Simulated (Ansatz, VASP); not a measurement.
**One calculation of AlNi3, two programs**

```xyz
4
Lattice="0.0000 2.7704 2.7704 2.7984 -0.0280 2.7984 2.7984 2.7984 -0.0280" Properties=species:S:1:pos:R:3 pbc="T T T"
Al    2.7984    2.7704    2.7704
Ni    1.3992    1.3852    1.3852
Ni    0.0000    0.0000    0.0000
Ni    4.1976    4.1556    4.1556
```

Change from the starting cell: strain -0.0200 x Voigt [0, 0, 0, 1, 0, 0], atoms carried along.

Alike in both runs: task single point; functional PBEsol; k mesh 14 × 14 × 14; occupations gaussian, width 0.15 eV; no spin polarisation.

|  | VASP | Ansatz |
| --- | --- | --- |
| version | VASP 6.6.1 | Ansatz 0.2.0 |
| potentials or method | VASP PAW PBE potentials, release 64 (Al, Ni), cutoff 520 eV | scalar-relativistic, plane waves, PAW |
| valence electrons in the cell | 33 | 57 |

VASP gave:

```
gap on the k mesh at the Fermi level (eV)                     : none
pressure (GPa)                                                : 0.2
traceless stress, the component that is largest in VASP (GPa) : 3.05
rms of the force components (eV/Å)                            : 0.008
```

Q: Which values does Ansatz return?

A: gap on the k mesh at the Fermi level (eV): none; pressure (GPa): 0.1; traceless stress, the component that is largest in VASP (GPa): 3.08; rms of the force components (eV/Å): 0.009.

VASP's potentials were made for PBE, not for PBEsol. Atom by atom the forces differ by 0.001 eV/Å (rms over components). A gap of «none» marks a metal or a gap that the smearing closes. The functional is the same, so the differences come from potentials, cutoffs and numerics. VASP's potentials hold 33 valence electrons a cell and Ansatz's 57, so a difference there can come from the potentials and not from the codes.
